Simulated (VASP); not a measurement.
Runs of VASP 6.6.1 on Ta. The structure is that of space group Pm-3m (No. 221), or close to it. The cells are those of the table. 

| task | cell | cutoff (eV) | gap on the mesh (eV) | pressure (GPa) |
| --- | --- | --- | --- | --- |
| single point | a = 2.719 Å, 1 atom | 520 | none | (a) |
| relaxation of cell and atoms | relaxed from a = 2.710 Å, 1 atom | 600 | none | 0.0 |
| single point | a = 2.732 Å, 1 atom | 520 | none | 0.5 |
| single point | a = 2.746 Å, 1 atom | 520 | none | -1.7 |

Alike in all rows: level r2SCAN; potentials or basis VASP PAW PBE potentials, release 64 (Ta_pv); no spin polarisation; k mesh 15 × 15 × 15; smearing methfessel-paxton 0.05 eV.

**Question.** Fill in the values left out.

**Answer.** (a) 2.9.

Caveats: the PAW data sets were made with another functional, which shifts forces and pressure a little; spin-orbit coupling is left out, which moves the levels of the heavy elements.

A k mesh can miss the band edges, and the runs leave out spin-orbit coupling on Ta.

A gap of «none» marks levels without a gap at the run's occupations.
